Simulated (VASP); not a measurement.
# Sr (I4/mmm) in VASP: further runs

Sr is run at these levels: PBEsol; tasks: single point.

Everything below comes from runs of VASP 6.6.1. Logs are shortened: lines on timing, memory, paths and dates and some standing lists are left out, and cuts for length are marked.

**1. The cell of the first run**

Symmetry: I4/mmm, No. 139, tetragonal system. The conventional cell has a = 4.705 Å, b = 4.705 Å, c = 4.923 Å, α = 90.00°, β = 90.00°, γ = 90.00°. Within 5.4 Å of Sr (site symmetry 4/mmm) lie 14 Sr at 4.14 to 4.92 Å.

**2. Single point, PBEsol (strain -0.030 along x and y, +0.015 along z)**

Contents of INCAR:

```
SYSTEM = Sr
PREC     = Accurate       ! precision mode
ENCUT    = 520            ! plane-wave cutoff, eV
EDIFF    = 1E-7           ! SCF threshold, eV
ISMEAR   = 0              ! smearing method
SIGMA    = 0.15           ! smearing width, eV
LREAL    = .FALSE.        ! projectors in reciprocal space
LASPH    = .TRUE.         ! aspherical terms in the spheres
NELM     = 100            ! most SCF steps
ALGO     = Fast           ! electronic algorithm
ISIF     = 2              ! what is computed and relaxed
LWAVE    = .FALSE.        ! write WAVECAR
LCHARG   = .FALSE.        ! write CHGCAR
GGA      = PS             ! functional
NBANDS   = 11             ! bands
```

Contents of KPOINTS:

```
regular mesh
0
G
  14 14 14
  0 0 0
```

Contents of POSCAR:

```
Sr
1.0
   -2.3522500000      2.3522500000      2.4613750000
    2.3522500000     -2.3522500000      2.4613750000
    2.3522500000      2.3522500000     -2.4613750000
Sr
1
Direct
    0.0000000000      0.0000000000      0.0000000000
```

Potentials or basis: VASP PAW PBE potentials, release 64 (Sr_sv).

On the command line:

```
$ cat potpaw_PBE.64/Sr_sv/POTCAR > POTCAR
$ mpirun -np 1 vasp_std > vasp.out
```

OUTCAR:

```text
SYSTEM = Sr
   PREC = Accurate
   ENCUT = 520
   EDIFF = 1E-7
   ISMEAR = 0
   LREAL = .FALSE.
   LASPH = .TRUE.
   NELM = 100
   ISIF = 2
   GGA = PS

 ion  position               nearest neighbor table
   1  0.000  0.000  0.000-

  LATTYP: Found a body centered tetragonal cell.
 ALAT       =     4.7045000000
 C/A-ratio  =     1.0463917526

  Lattice vectors:

 A1 = (  -2.3522500000,   2.3522500000,   2.4613750000)
 A2 = (   2.3522500000,  -2.3522500000,   2.4613750000)
 A3 = (   2.3522500000,   2.3522500000,  -2.4613750000)

Analysis of symmetry for initial positions (statically):
=====================================================================
 Subroutine PRICEL returns:
 Original cell was already a primitive cell.

 Routine SETGRP: Setting up the symmetry group for a
 body centered tetragonal supercell.

 Subroutine GETGRP returns: Found 16 space group operations
 (whereof 16 operations were pure point group operations)
 out of a pool of 16 trial point group operations.

The static configuration has the point symmetry D_4h.

Analysis of symmetry for dynamics (positions and initial velocities):
=====================================================================
 Subroutine PRICEL returns:
 Original cell was already a primitive cell.

 Routine SETGRP: Setting up the symmetry group for a
 body centered tetragonal supercell.

 Subroutine GETGRP returns: Found 16 space group operations
 (whereof 16 operations were pure point group operations)
 out of a pool of 16 trial point group operations.

The dynamic configuration has the point symmetry D_4h.

 Subroutine INISYM returns: Found 16 space group operations
 (whereof 16 operations are pure point group operations),
 and found     1 'primitive' translations

----------------------------------------------------------------------------------------

                                     Primitive cell

  volume of cell :      54.4759

  direct lattice vectors                    reciprocal lattice vectors
    -2.352250000  2.352250000  2.461375000     0.000000000  0.212562440  0.203138490
     2.352250000 -2.352250000  2.461375000     0.212562440  0.000000000  0.203138490
     2.352250000  2.352250000 -2.461375000     0.212562440  0.212562440  0.000000000

  length of vectors
     4.138179191  4.138179191  4.138179191     0.294020470  0.294020470  0.300608686

  position of ions in fractional coordinates (direct lattice)
     0.000000000  0.000000000  0.000000000

  ion indices of the primitive-cell ions
   primitive index   ion index
                 1           1

----------------------------------------------------------------------------------------

 KPOINTS: regular mesh

Automatic generation of k-mesh.
 Grid dimensions read from file:
 generate k-points for:   14   14   14

 Generating k-lattice:

  Cartesian coordinates                     Fractional coordinates (reciprocal lattice)
     0.000000000  0.015183031  0.014509892     0.071428571  0.000000000  0.000000000
     0.015183031  0.000000000  0.014509892     0.000000000  0.071428571  0.000000000
     0.015183031  0.015183031  0.000000000     0.000000000  0.000000000  0.071428571

  Length of vectors
     0.021001462  0.021001462  0.021472049

  Shift w.r.t. Gamma in fractional coordinates (k-lattice)
     0.000000000  0.000000000  0.000000000

 Subroutine IBZKPT returns following result:
 ===========================================

 Found    244 irreducible k-points:

 Following reciprocal coordinates:
            Coordinates               Weight
  0.000000  0.000000  0.000000      1.000000
  0.071429 -0.000000  0.000000      8.000000
  0.142857  0.000000  0.000000      8.000000
  0.214286  0.000000  0.000000      8.000000
  0.285714 -0.000000  0.000000      8.000000
  0.357143  0.000000 -0.000000      8.000000
[... 16 lines left out ...]
  0.214286  0.142857  0.000000     16.000000
  0.285714  0.142857  0.000000     16.000000
 [... further k-points ...]
   k-points           NKPTS =    244   k-points in BZ     NKDIM =    244   number of bands    NBANDS=     11
   number of dos      NEDOS =    301   number of ions     NIONS =      1
   total plane-waves  NPLWV =  32768
   dimension x,y,z NGX =    32 NGY =   32 NGZ =   32
   dimension x,y,z NGXF=    64 NGYF=   64 NGZF=   64
   ions per type =               1
   NGX,Y,Z   is equivalent  to a cutoff of  12.86, 12.86, 12.86 a.u.
   NGXF,Y,Z  is equivalent  to a cutoff of  25.71, 25.71, 25.71 a.u.
 SYSTEM =  Sr
   PREC   = accura    normal or accurate (medium, high low for compatibility)
   ISTART =      0    job   : 0-new  1-cont  2-samecut
   ICHARG =      2    charge: 1-file 2-atom 10-const
   ISPIN  =      1    spin polarized calculation?
   LNONCOLLINEAR =      F non collinear calculations
   LSORBIT =      F    spin-orbit coupling
   LASPH  =      T    aspherical Exc in radial PAW
   ENCUT  =  520.0 eV  38.22 Ry    6.18 a.u.   7.69  7.69  7.69*2*pi/ulx,y,z
   NELM   =    100;   NELMIN=  2; NELMDL= -5     # of ELM steps
   EDIFF  = 0.1E-06   stopping-criterion for ELM
   LREAL  =      F    real-space projection
   EDIFFG = 0.1E-05   stopping-criterion for IOM
   NSW    =      0    number of steps for IOM
   IBRION =     -1    ionic relax: 0-MD 1-quasi-New 2-CG
   NFREE  =      0    steps in history (QN), initial steepest desc. (CG)
   ISIF   =      2    stress and relaxation
   ISYM   =      2    0-nonsym 1-usesym 2-fastsym
   POTIM  = 0.5000    time-step for ionic-motion
   TEBEG  =    0.0;   TEEND  =   0.0 temperature during run
   PSTRESS=    0.0 pullay stress
   NELECT =      10.0000    total number of electrons
   NUPDOWN=      -1.0000    fix difference up-down
   EMIN   =  10.00;   EMAX   =-10.00  energy-range for DOS
   EFERMI =   0.00;   METHOD = LEGACY
   ISMEAR =     0;   SIGMA  =   0.15  broadening in eV -4-tet -1-fermi 0-gaus
   EFERMI_NEDOS =   21; number of points for ismear=-14 and -15
   IALGO  =     68    algorithm
   IMIX   =      4    mixing-type and parameters
     AMIX     =   0.40;   BMIX     =  1.00
     AMIX_MAG =   1.60;   BMIX_MAG =  1.00
  volume/ion in A,a.u.               =      54.48       367.62
  Fermi-wavevector in a.u.,A,eV,Ry     =   0.930408  1.758215 11.777996  0.865658
  Thomas-Fermi vector in A             =   2.056793
   LORBIT       =      0    0 simple, 1 ext, 2 COOP (PROOUT), +10 PAW based schemes
   GGA     = PS    functional components
   LHFCALC =     F    Hartree Fock is set to
   AEXX    =    0.0000 exact exchange contribution
   IVDW    =     0    specifies the selected vdW correction
   LEPSILON=     F    determine dielectric tensor
   LRPA    =     F    only Hartree local field effects (RPA)
 non-spin polarized calculation
 RMM-DIIS sequential band-by-band and
 Gauss-broadening in eV      SIGMA  =   0.15
  energy-cutoff  :      520.00
  volume of cell :       54.48
 maximum number of plane-waves:      1489
   NGX = 15   NGY = 15   NGZ = 15

 number of electron      10.0000000 magnetization

 Free energy of the ion-electron system (eV)
  ---------------------------------------------------
  ext. energy  EPLUGINS =         0.00000000
  ---------------------------------------------------
  free energy    TOTEN  =        -1.83517745 eV

  energy without entropy =       -1.82178815  energy(sigma->0) =       -1.82848280

 E-fermi :   1.5316     XC(G=0):  -7.4594

 val. band max:        1.5279762261   @ k =  -0.3571  -0.4286   0.1429
 cond. band min:       1.5323985657   @ k =  -0.2857   0.5000   0.2857
 fundamental gap:      0.0044223396
 Fermi energy:         1.5315628279

 k-point     1 :       0.0000    0.0000    0.0000
  band No.  band energies     occupation
      1     -34.9881      2.00000
      2     -16.8870      2.00000
      3     -16.8870      2.00000
      4     -16.8836      2.00000
      5      -2.1398      2.00000
      6       3.8213      0.00000
      7       3.8213      0.00000
      8       4.0783      0.00000
      9       5.0612      0.00000
     10       5.4244      0.00000
     11       9.4087      0.00000

 k-point     2 :       0.0714   -0.0000    0.0000
  band No.  band energies     occupation
      1     -34.9873      2.00000
      2     -16.8963      2.00000
      3     -16.8903      2.00000
      4     -16.8849      2.00000
      5      -2.0529      2.00000
      6       3.7722      0.00000
      7       3.8099      0.00000
      8       4.0987      0.00000
      9       4.9717      0.00000
     10       5.3838      0.00000
     11       9.5935      0.00000

 k-point     3 :       0.1429    0.0000    0.0000
  band No.  band energies     occupation
      1     -34.9851      2.00000
      2     -16.9258      2.00000
      3     -16.8995      2.00000
      4     -16.8849      2.00000
      5      -1.7984      2.00000
      6       3.5622      0.00000
      7       3.6646      0.00000
      8       4.3001      0.00000
      9       4.8385      0.00000
     10       5.3330      0.00000
     11       9.8414      0.00000

 k-point     4 :       0.2143    0.0000    0.0000
  band No.  band energies     occupation
      1     -34.9819      2.00000
      2     -16.9681      2.00000
      3     -16.9129      2.00000
      4     -16.8847      2.00000
      5      -1.3953      2.00000
      6       3.1645      0.00000
      7       3.4296      0.00000
      8       4.6967      0.00000
      9       4.8469      0.00000
     10       5.3257      0.00000
     11       9.5851      0.00000
[... 239 lines left out ...]
 k-point    22 :       0.1429    0.1429    0.0000
  band No.  band energies     occupation
      1     -34.9803      2.00000
      2     -16.9847      2.00000
      3     -16.9160      2.00000
      4     -16.8925      2.00000
      5      -1.1742      2.00000
      6       3.0113      0.00000
      7       3.2841      0.00000
      8       4.7048      0.00000
      9       4.9511      0.00000
     10       5.4912      0.00000
     11       9.1927      0.00000

 k-point    23 :       0.2143    0.1429    0.0000
  band No.  band energies     occupation
      1     -34.9771      2.00000
      2     -17.0202      2.00000
      3     -16.9329      2.00000
      4     -16.8948      2.00000
      5      -0.6705      2.00000
      6       2.6312      0.00000
      7       3.0472      0.00000
      8       4.8133      0.00000
      9       5.3679      0.00000
     10       5.6045      0.00000
     11       8.4338      0.00000

 k-point    24 :       0.2857    0.1429    0.0000
  band No.  band energies     occupation
      1     -34.9742      2.00000
      2     -17.0511      2.00000
      3     -16.9502      2.00000
      4     -16.8960      2.00000
      5      -0.0979      2.00000
      6       2.2550      0.00000
      7       2.8536      0.00000
      8       4.9310      0.00000
      9       5.4418      0.00000
     10       6.1147      0.00000
     11       7.7805      0.00000

 [... further k-points ...]

------------------------ aborting loop because EDIFF is reached ----------------------------------------

  FORCE on cell =-STRESS in cart. coord.  units (eV):
  Direction    XX          YY          ZZ          XY          YZ          ZX
  --------------------------------------------------------------------------------------
  -------------------------------------------------------------------------------------
  Total       -0.2294142     -0.2294142     -0.2467978      0.0000000      0.0000000      0.0000000
  in kB       -6.7472410     -6.7472410     -7.2585056      0.0000000      0.0000000      0.0000000
  external PRESSURE =      -6.9176626 kB  Pullay stress =       0.0000000 kB

 VOLUME and BASIS-vectors are now :
 -----------------------------------------------------------------------------
  energy-cutoff  :      520.00
  volume of cell :       54.48
      direct lattice vectors                 reciprocal lattice vectors
    -2.352250000  2.352250000  2.461375000     0.000000000  0.212562440  0.203138490
     2.352250000 -2.352250000  2.461375000     0.212562440  0.000000000  0.203138490
     2.352250000  2.352250000 -2.461375000     0.212562440  0.212562440  0.000000000

 POSITION                                       TOTAL-FORCE (eV/Angst)
 -----------------------------------------------------------------------------------
      0.00000      0.00000      0.00000         0.000000      0.000000      0.000000
 -----------------------------------------------------------------------------------
    total drift:                                0.000000      0.000000     -0.000000

  FREE ENERGIE OF THE ION-ELECTRON SYSTEM (eV)
  ---------------------------------------------------
  free  energy   TOTEN  =        -1.8351774542 eV

  energy  without entropy=       -1.8217881464  energy(sigma->0) =       -1.82848280
```

Wall time 89 s (1 thread of AMD EPYC 9R45 (Zen 5), shared host); peak memory 0.25 GiB.

Results:

| Property | Result |
| --- | --- |
| Free energy | -1.8352 eV |
| Pressure | -0.7 GPa |
| Band gap on the k mesh | zero (bands 5 and 6 overlap by 0.34 eV) |

Levels at points of the mesh, in eV from the Fermi level:
```
           k point  band 2  band 3  band 4  band 5  band 6  band 7  band 8  band 9
(0.00, 0.00, 0.00)  -18.42  -18.42  -18.42   -3.67    2.29    2.29    2.55    3.53
(0.50, 0.00, 0.00)  -18.63  -18.48  -18.42   -1.05    0.20    1.30    3.39    4.20
(0.50, 0.50, 0.00)  -18.62  -18.49  -18.42   -0.97    0.33    1.02    3.74    4.33
(0.50, 0.50, 0.50)  -18.58  -18.56  -18.56   -0.20   -0.10    3.24    3.85    3.85
```

Caveat: the cell differs from its parent crystal (strain -0.030 along x and y, +0.015 along z); the PAW data sets were made with another functional, which shifts forces and pressure a little.

**3. Single point, PBEsol (strain -0.030 along x and y, +0.030 along z)**

Contents of INCAR:

```
SYSTEM = Sr
PREC = Accurate
ENCUT = 520
EDIFF = 1E-7
ISMEAR = 0
SIGMA = 0.15
LREAL = .False.
LASPH = .True.
NELM = 100
ALGO = Fast
ISIF = 2
LWAVE = .False.
LCHARG = .True.
GGA = PS
LELF = .True.
LVHAR = .True.
NBANDS = 11
```

Contents of KPOINTS:

```
regular mesh
0
Gamma
  14 14 14
  0 0 0
```

Contents of POSCAR:

```
Sr
1.0
   -2.3522500000      2.3522500000      2.4977500000
    2.3522500000     -2.3522500000      2.4977500000
    2.3522500000      2.3522500000     -2.4977500000
Sr
1
Direct
    0.0000000000      0.0000000000      0.0000000000
```

Potentials or basis: VASP PAW PBE potentials, release 64 (Sr_sv).

On the command line:

```
$ cat potpaw_PBE.64/Sr_sv/POTCAR > POTCAR
$ mpirun -np 1 vasp_std > vasp.out
```

It took 92 s on 1 thread of AMD EPYC 9R45 (Zen 5), shared host; peak memory 0.26 GiB.

The run converged. Its results:

* Free energy: -1.8312 eV
* Pressure: -0.8 GPa
* Band gap on the k mesh: zero (bands 5 and 6 overlap by 0.30 eV)

Levels at points of the mesh, in eV from the Fermi level:
```
           k point  band 3  band 4  band 5  band 6  band 7  band 8
(0.00, 0.00, 0.00)  -18.45  -18.45   -3.65    2.25    2.25    2.58
(0.50, 0.00, 0.00)  -18.52  -18.45   -1.05    0.17    1.33    3.29
(0.50, 0.50, 0.00)  -18.52  -18.46   -0.94    0.34    0.96    3.76
(0.50, 0.50, 0.50)  -18.59  -18.59   -0.20   -0.07    3.05    3.85
```

Caveat: the cell differs from its parent crystal (strain -0.030 along x and y, +0.030 along z); the PAW data sets were made with another functional, which shifts forces and pressure a little.
